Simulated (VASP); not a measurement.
Set up this calculation in VASP 6.6.1, as the native input.

```yaml
Task: single point
Functional: PBE-based global hybrid with 75 % exact exchange
Potentials_or_basis: VASP PAW PBE potentials, release 64 (Sn_d, Se)
Cutoff: 520 eV
k_mesh: 6 × 6 × 2
Occupations: gaussian, width 0.01 eV
Spin: no spin polarisation
Dipole_correction: no
Grid_for_exact_exchange_PRECFOCK: Normal
Share_of_exact_exchange: 0.75
Further_INCAR_settings: ALGO = Normal; EDIFF = 1e-06; NBANDS = 20
```

The system is SnSe2.

```
CELL_PARAMETERS angstrom
3.82516 0.00000 0.00000
-1.91258 3.31269 0.00000
0.00000 0.00000 6.22706
ATOMIC_POSITIONS crystal
Sn 0.00000 0.00000 0.00000
Se 0.33333 0.66667 0.25308
Se 0.66667 0.33333 0.74692
```

One way to write it, as run:

POSCAR

```
SnSe2
1.0
    3.8251638404      0.0000000000      0.0000000000
   -1.9125819202      3.3126890594      0.0000000000
    0.0000000000      0.0000000000      6.2270561301
Sn Se
1 2
Direct
    0.0000000000      0.0000000000      0.0000000000
    0.3333333333      0.6666666667      0.2530760434
    0.6666666667      0.3333333333      0.7469239566
```

INCAR.step1

```
SYSTEM = SnSe2
PREC = Accurate
ENCUT = 520
EDIFF = 1E-5
ISMEAR = 0
SIGMA = 0.01
LREAL = .False.
LASPH = .True.
NELM = 80
ALGO = Normal
ISIF = 2
LWAVE = .True.
GGA = PE
NBANDS = 20
```

INCAR.step2

```
SYSTEM = SnSe2
PREC = Accurate
ENCUT = 520
EDIFF = 1E-6
ISMEAR = 0
SIGMA = 0.01
LREAL = .False.
LASPH = .True.
NELM = 80
ALGO = Normal
ISIF = 2
LWAVE = .False.
LCHARG = .True.
GGA = PE
LHFCALC = .True.
AEXX = 0.75
PRECFOCK = Normal
LELF = .True.
LVHAR = .True.
ISTART = 1
NBANDS = 20
```

KPOINTS

```
Automatic mesh
0
Gamma
  6 6 2
  0 0 0
```

Potentials or basis: VASP PAW PBE potentials, release 64 (Sn_d, Se).

Command:

```bash
$ cat potpaw_PBE.64/Sn_d/POTCAR potpaw_PBE.64/Se/POTCAR > POTCAR
$ cp INCAR.step1 INCAR
$ mpirun -np 1 vasp_std > vasp.out
$ cp INCAR.step2 INCAR
$ mpirun -np 1 vasp_std > vasp.out
```

Results of the run:

```json
{
 "Pressure": "-6.2 GPa",
 "Largest force": "1.166 eV/Å",
 "Band gap on the k mesh": "5.11 eV (least direct gap 5.76 eV)"
}
```

Caveat: the k points lie up to 0.50 Å⁻¹ apart; the PAW data sets were made with another functional, which shifts forces and pressure a little; spin-orbit coupling is left out, which moves the levels of the heavy elements.

Wall time 65 min on 1 thread of Intel Xeon 8259CL (shared host), peak memory 0.23 GiB.
